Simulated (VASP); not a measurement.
A run of VASP 6.6.1:

Contents of POSCAR:

```
LiCl
1.0
    0.0000000000      2.7330425300      2.7330425300
    2.7330425300      0.0000000000      2.7330425300
    2.7330425300      2.7330425300      0.0000000000
Li Cl
1 1
Direct
    0.0000000000      0.0000000000      0.0000000000
    0.2500000000      0.2500000000      0.2500000000
```

INCAR.step1

```
SYSTEM = LiCl
PREC     = Accurate       ! precision mode
ENCUT    = 500            ! plane-wave cutoff, eV
EDIFF    = 1E-8           ! SCF threshold, eV
ISMEAR   = 0              ! smearing method
SIGMA    = 0.01           ! smearing width, eV
LREAL    = .FALSE.        ! projectors in reciprocal space
LASPH    = .TRUE.         ! aspherical terms in the spheres
NELM     = 100            ! most SCF steps
ALGO     = Normal         ! electronic algorithm
LWAVE    = .TRUE.         ! write WAVECAR
LCHARG   = .FALSE.        ! write CHGCAR
GGA      = PE             ! functional
```

The input INCAR.step2:

```
SYSTEM = LiCl
PREC     = Accurate       ! precision mode
ENCUT    = 500            ! plane-wave cutoff, eV
EDIFF    = 1E-8           ! SCF threshold, eV
ISMEAR   = 0              ! smearing method
SIGMA    = 0.01           ! smearing width, eV
LREAL    = .FALSE.        ! projectors in reciprocal space
LASPH    = .TRUE.         ! aspherical terms in the spheres
NELM     = 1              ! most SCF steps
ALGO     = Exact          ! electronic algorithm
LWAVE    = .TRUE.         ! write WAVECAR
LCHARG   = .FALSE.        ! write CHGCAR
GGA      = PE             ! functional
NBANDS   = 286            ! bands
LOPTICS  = .TRUE.         ! frequency-dependent dielectric function
ISTART   = 1
```

INCAR.step3

```
SYSTEM = LiCl
PREC     = Accurate       ! precision mode
ENCUT    = 500            ! plane-wave cutoff, eV
EDIFF    = 1E-8           ! SCF threshold, eV
ISMEAR   = 0              ! smearing method
SIGMA    = 0.01           ! smearing width, eV
LREAL    = .FALSE.        ! projectors in reciprocal space
LASPH    = .TRUE.         ! aspherical terms in the spheres
ALGO     = EVGW0          ! electronic algorithm
LWAVE    = .FALSE.        ! write WAVECAR
LCHARG   = .FALSE.        ! write CHGCAR
GGA      = PE             ! functional
NELMGW   = 1            
NBANDS   = 286            ! bands
ENCUTGW  = 200            ! cutoff of the response function
NOMEGA   = 48             ! frequency points
PRECFOCK = Fast         
ISTART   = 1            
NBANDSGW = 12
```

Contents of KPOINTS:

```
Automatic mesh
0
G
  4 4 4
  0 0 0
```

Potentials or basis: VASP PAW PBE potentials, release 64 (Li_GW, Cl_GW).

Run with:

```console
$ cat potpaw_PBE.64/Li_GW/POTCAR potpaw_PBE.64/Cl_GW/POTCAR > POTCAR
$ cp INCAR.step1 INCAR
$ mpirun -np 1 vasp_std > vasp.out
$ cp INCAR.step2 INCAR
$ mpirun -np 1 vasp_std > vasp.out
$ cp INCAR.step3 INCAR
$ mpirun -np 1 vasp_std > vasp.out
```

Hardware: 1 thread of Intel Xeon 8259CL (shared host).

Question: How long does it take, and how much memory?

Answer: Wall time 6.2 min on 1 thread of Intel Xeon 8259CL, with other jobs on the host, peak memory 0.59 GiB. Counts: k points 8.
